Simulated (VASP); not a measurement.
# SrO (Fm-3m) in VASP: further runs

SrO is run at these levels: PBE; tasks: single point, relaxation of cell and atoms.

All numbers are computed with VASP 6.6.1; they aren't measurements. Logs are shortened: lines on timing, memory, paths and dates and some standing lists are left out, and cuts for length are marked.

## 1. The cell of the first run

The structure is cubic, space group Fm-3m (No. 225). The conventional cell has a = 5.195 Å, b = 5.195 Å, c = 5.195 Å, α = 90.00°, β = 90.00°, γ = 90.00°. Sr (site symmetry m-3m) has 6 O at 2.60 Å within 3.4 Å. O (site symmetry m-3m) has 6 Sr at 2.60 Å within 3.4 Å.

## 2. Single point, PBE

File INCAR:

```
PREC = Accurate
ENCUT = 600
EDIFF = 1E-6
ISMEAR = -1
SIGMA = 0.02
LREAL = False
LASPH = True
NELM = 120
ALGO = Normal
ISIF = 2
LWAVE = False
LCHARG = False
GGA = PE
NBANDS = 15
GGA_COMPAT = False
```

File KPOINTS:

```
regular mesh
0
Gamma
  8 8 8
```

File POSCAR:

```
SrO
1.0
    0.0000000000      2.5974497080      2.5974497080
    2.5974497080      0.0000000000      2.5974497080
    2.5974497080      2.5974497080      0.0000000000
Sr O
1 1
Direct
    0.0000000000      0.0000000000      0.0000000000
    0.5000000000      0.5000000000      0.5000000000
```

Potentials or basis: VASP PAW PBE potentials, release 64 (Sr_sv, O).

Started as:

```
cat potpaw_PBE.64/Sr_sv/POTCAR potpaw_PBE.64/O/POTCAR > POTCAR
mpirun -np 1 vasp_std > vasp.out
```

OUTCAR:

```text
PREC = Accurate
   ENCUT = 600
   EDIFF = 1E-6
   ISMEAR = -1
   LREAL = False
   LASPH = True
   NELM = 120
   ISIF = 2
   GGA = PE

 ion  position               nearest neighbor table
   1  0.000  0.000  0.000-   2 2.60   2 2.60   2 2.60   2 2.60   2 2.60   2 2.60
   2  0.500  0.500  0.500-   1 2.60   1 2.60   1 2.60   1 2.60   1 2.60   1 2.60

  LATTYP: Found a face centered cubic cell.
 ALAT       =     5.1948994160

  Lattice vectors:

 A1 = (   0.0000000000,   2.5974497080,   2.5974497080)
 A2 = (   2.5974497080,   0.0000000000,   2.5974497080)
 A3 = (   2.5974497080,   2.5974497080,   0.0000000000)

Analysis of symmetry for initial positions (statically):
=====================================================================
 Subroutine PRICEL returns:
 Original cell was already a primitive cell.

 Routine SETGRP: Setting up the symmetry group for a
 face centered cubic supercell.

 Subroutine GETGRP returns: Found 48 space group operations
 (whereof 48 operations were pure point group operations)
 out of a pool of 48 trial point group operations.

The static configuration has the point symmetry O_h .

Analysis of symmetry for dynamics (positions and initial velocities):
=====================================================================
 Subroutine PRICEL returns:
 Original cell was already a primitive cell.

 Routine SETGRP: Setting up the symmetry group for a
 face centered cubic supercell.

 Subroutine GETGRP returns: Found 48 space group operations
 (whereof 48 operations were pure point group operations)
 out of a pool of 48 trial point group operations.

The dynamic configuration has the point symmetry O_h .

 Subroutine INISYM returns: Found 48 space group operations
 (whereof 48 operations are pure point group operations),
 and found     1 'primitive' translations

----------------------------------------------------------------------------------------

                                     Primitive cell

  volume of cell :      35.0487

  direct lattice vectors                    reciprocal lattice vectors
     0.000000000  2.597449708  2.597449708    -0.192496509  0.192496509  0.192496509
     2.597449708  0.000000000  2.597449708     0.192496509 -0.192496509  0.192496509
     2.597449708  2.597449708  0.000000000     0.192496509  0.192496509 -0.192496509

  length of vectors
     3.673348605  3.673348605  3.673348605     0.333413733  0.333413733  0.333413733

  position of ions in fractional coordinates (direct lattice)
     0.000000000  0.000000000  0.000000000
     0.500000000  0.500000000  0.500000000

  ion indices of the primitive-cell ions
   primitive index   ion index
                 1           1
[... 80 lines left out ...]
   ISYM   =      2    0-nonsym 1-usesym 2-fastsym
   POTIM  = 0.5000    time-step for ionic-motion
   TEBEG  =    0.0;   TEEND  =   0.0 temperature during run
   PSTRESS=    0.0 pullay stress
   NELECT =      16.0000    total number of electrons
   NUPDOWN=      -1.0000    fix difference up-down
   EMIN   =  10.00;   EMAX   =-10.00  energy-range for DOS
   EFERMI =   0.00;   METHOD = LEGACY
   ISMEAR =    -1;   SIGMA  =   0.02  broadening in eV -4-tet -1-fermi 0-gaus
   EFERMI_NEDOS =   21; number of points for ismear=-14 and -15
   IALGO  =     38    algorithm
   IMIX   =      4    mixing-type and parameters
     AMIX     =   0.40;   BMIX     =  1.00
     AMIX_MAG =   1.60;   BMIX_MAG =  1.00
  volume/ion in A,a.u.               =      17.52       118.26
  Fermi-wavevector in a.u.,A,eV,Ry     =   1.260543  2.382081 21.619232  1.588969
  Thomas-Fermi vector in A             =   2.394047
   LORBIT       =      0    0 simple, 1 ext, 2 COOP (PROOUT), +10 PAW based schemes
   GGA     = PE    functional components
   LHFCALC =     F    Hartree Fock is set to
   AEXX    =    0.0000 exact exchange contribution
   IVDW    =     0    specifies the selected vdW correction
   LEPSILON=     F    determine dielectric tensor
   LRPA    =     F    only Hartree local field effects (RPA)
 non-spin polarized calculation
  energy-cutoff  :      600.00
  volume of cell :       35.05
 maximum number of plane-waves:      1211
 NGX is ok and might be reduce to    30
   NGX = 15   NGY = 15   NGZ = 15

 number of electron      16.0000000 magnetization

 Free energy of the ion-electron system (eV)
  ---------------------------------------------------
  ext. energy  EPLUGINS =         0.00000000
  ---------------------------------------------------
  free energy    TOTEN  =       -12.05628437 eV

  energy without entropy =      -12.05628437  energy(sigma->0) =      -12.05628437

 E-fermi :   2.0553     XC(G=0):  -9.8820

 val. band max:        1.5195015790   @ k =   0.0000   0.0000   0.0000
 cond. band min:       4.8010590173   @ k =   0.5000   0.5000   0.0000
 fundamental gap:      3.2815574383
 Fermi energy:         2.0552957286

 k-point     1 :       0.0000    0.0000    0.0000
  band No.  band energies     occupation
      1     -30.9781      2.00000
      2     -13.5318      2.00000
      3     -12.6463      2.00000
      4     -12.6463      2.00000
      5     -12.6463      2.00000
      6       1.5195      2.00000
      7       1.5195      2.00000
      8       1.5195      2.00000
      9       5.2878      0.00000
     10       7.6624      0.00000
     11       7.6624      0.00000
     12       7.6624      0.00000
     13       9.7613      0.00000
     14       9.7613      0.00000
[... 401 lines left out ...]
      2     -14.7028      2.00000
      3     -12.9970      2.00000
      4     -12.8524      2.00000
      5     -11.8019      2.00000
      6      -0.0183      2.00000
      7       0.6844      2.00000
      8       0.7481      2.00000
      9       7.7752      0.00000
     10       8.1300      0.00000
     11      10.5713      0.00000
     12      10.8193      0.00000
     13      12.8279      0.00000
     14      14.1262      0.00000
     15      14.4947      0.00000

 [... further k-points ...]
[... 5 lines left out ...]
  --------------------------------------------------------------------------------------
  -------------------------------------------------------------------------------------
  Total        0.0934379      0.0934379      0.0934379      0.0000000      0.0000000     -0.0000000
  in kB        4.2713230      4.2713230      4.2713230      0.0000000      0.0000000     -0.0000000
  external PRESSURE =       4.2713230 kB  Pullay stress =       0.0000000 kB

 VOLUME and BASIS-vectors are now :
 -----------------------------------------------------------------------------
  energy-cutoff  :      600.00
  volume of cell :       35.05
      direct lattice vectors                 reciprocal lattice vectors
     0.000000000  2.597449708  2.597449708    -0.192496509  0.192496509  0.192496509
     2.597449708  0.000000000  2.597449708     0.192496509 -0.192496509  0.192496509
     2.597449708  2.597449708  0.000000000     0.192496509  0.192496509 -0.192496509

 POSITION                                       TOTAL-FORCE (eV/Angst)
 -----------------------------------------------------------------------------------
      0.00000      0.00000      0.00000        -0.000000     -0.000000     -0.000000
      2.59745      2.59745      2.59745         0.000000      0.000000      0.000000
 -----------------------------------------------------------------------------------
    total drift:                                0.000000      0.000000      0.000000

  FREE ENERGIE OF THE ION-ELECTRON SYSTEM (eV)
  ---------------------------------------------------
  free  energy   TOTEN  =       -12.0562843743 eV

  energy  without entropy=      -12.0562843743  energy(sigma->0) =      -12.05628437
```

OSZICAR:

```text
N       E                     dE             d eps       ncg     rms          rms(c)
DAV:   1     0.776926019760E+02    0.77693E+02   -0.92893E+03   870   0.117E+03
DAV:   2    -0.105237665209E+02   -0.88216E+02   -0.79688E+02  1201   0.237E+02
DAV:   3    -0.141840222700E+02   -0.36603E+01   -0.36396E+01  1175   0.430E+01
DAV:   4    -0.142519503210E+02   -0.67928E-01   -0.67920E-01  1029   0.564E+00
DAV:   5    -0.142541184691E+02   -0.21681E-02   -0.21681E-02  1128   0.717E-01    0.156E+01
DAV:   6    -0.122161758194E+02    0.20379E+01   -0.67923E+00   884   0.193E+01    0.183E+01
DAV:   7    -0.120658006205E+02    0.15038E+00   -0.32075E-01   996   0.499E+00    0.106E+01
DAV:   8    -0.120544935881E+02    0.11307E-01   -0.12324E-01  1094   0.353E+00    0.382E-01
DAV:   9    -0.120556593866E+02   -0.11658E-02   -0.61546E-03  1063   0.502E-01    0.236E-01
DAV:  10    -0.120561099214E+02   -0.45053E-03   -0.45407E-04   975   0.204E-01    0.915E-02
DAV:  11    -0.120562655555E+02   -0.15563E-03   -0.16171E-04   905   0.950E-02    0.280E-02
DAV:  12    -0.120562843953E+02   -0.18840E-04   -0.28930E-05   933   0.397E-02    0.257E-02
DAV:  13    -0.120562843743E+02    0.21015E-07   -0.18466E-06   996   0.119E-02
   1 F= -.12056284E+02 E0= -.12056284E+02  d E =-.175354E-13
```

Run time: 33 s. Hardware: 1 thread of Intel Xeon 8259CL, shared host; peak memory 0.15 GiB.

Results:

- Free energy: -12.0563 eV
- Pressure: 0.4 GPa
- Band gap on the k mesh: 3.28 eV (least direct gap 3.39 eV)

## 3. Relaxation of cell and atoms, PBE

This run uses another cell than the first one, of 16.88 Å³/atom.

File INCAR:

```
PREC = Accurate
ENCUT = 600
EDIFF = 1E-7
ISMEAR = -1
SIGMA = 0.02
LREAL = F
LASPH = T
NELM = 120
ALGO = Normal
ISIF = 3
LWAVE = F
LCHARG = F
GGA = PE
IBRION = 2
NSW = 80
EDIFFG = -0.03
GGA_COMPAT = F
NELMIN = 4
```

KPOINTS is that of step 2.

File POSCAR:

```
SrO
1.0
    0.0000000000      2.5650000000      2.5650000000
    2.5650000000      0.0000000000      2.5650000000
    2.5650000000      2.5650000000      0.0000000000
Sr O
1 1
Direct
    0.0000000000      0.0000000000      0.0000000000
    0.5000000000      0.5000000000      0.5000000000
```

Potentials or basis: VASP PAW PBE potentials, release 64 (Sr_sv, O).

Started as:

```
cat potpaw_PBE.64/Sr_sv/POTCAR potpaw_PBE.64/O/POTCAR > POTCAR
mpirun -np 1 vasp_std > vasp.out
```

Wall time 80 s (1 thread of Intel Xeon 8259CL, shared host); peak memory 0.15 GiB.

Results (log left out):

| Property | Result |
| --- | --- |
| Free energy | -12.0551 eV |
| Relaxed volume | 17.62 Å³/atom |
| Relaxed cell | a = 3.680 Å, b = 3.680 Å, c = 3.680 Å, α = 60.00°, β = 60.00°, γ = 60.00° |
| Space group after relaxing (to 0.1 Å) | Fm-3m (No. 225) |
| Energy gained by relaxing | 8.9 meV/atom |
| Ionic steps | 3 |
| Pressure after relaxing | 0.0 GPa |
| Band gap on the k mesh | 3.28 eV (least direct gap 3.39 eV) |

The path:
```
step  energy change (eV)  largest force (eV/Å)  pressure (GPa)  volume (Å³)
   1              0.0000                0.0000            3.98        33.75
   2             -0.0150                0.0000           -1.38        35.84
   3             -0.0177                0.0000            0.01        35.23
```

Final structure:
```
Sr O
1.0
     0.00000    2.60198    2.60198
     2.60198    0.00000    2.60198
     2.60198    2.60198    0.00000
Sr O
1 1
Direct
  0.00000 0.00000 0.00000
  0.50000 0.50000 0.50000
```

Levels at points of the mesh, in eV from the valence-band top:
```csv
k point,band 5,band 6,band 7,band 8,band 9,band 10,band 11,band 12
"(0.00, 0.00, 0.00)",-14.19,0.00,0.00,0.00,3.73,6.13,6.13,6.13
"(0.50, 0.00, 0.00)",-13.01,-2.10,-1.07,-1.07,6.40,8.17,8.64,8.64
"(0.50, 0.50, 0.00)",-14.52,-0.49,-0.11,-0.11,3.28,7.54,9.94,10.06
```
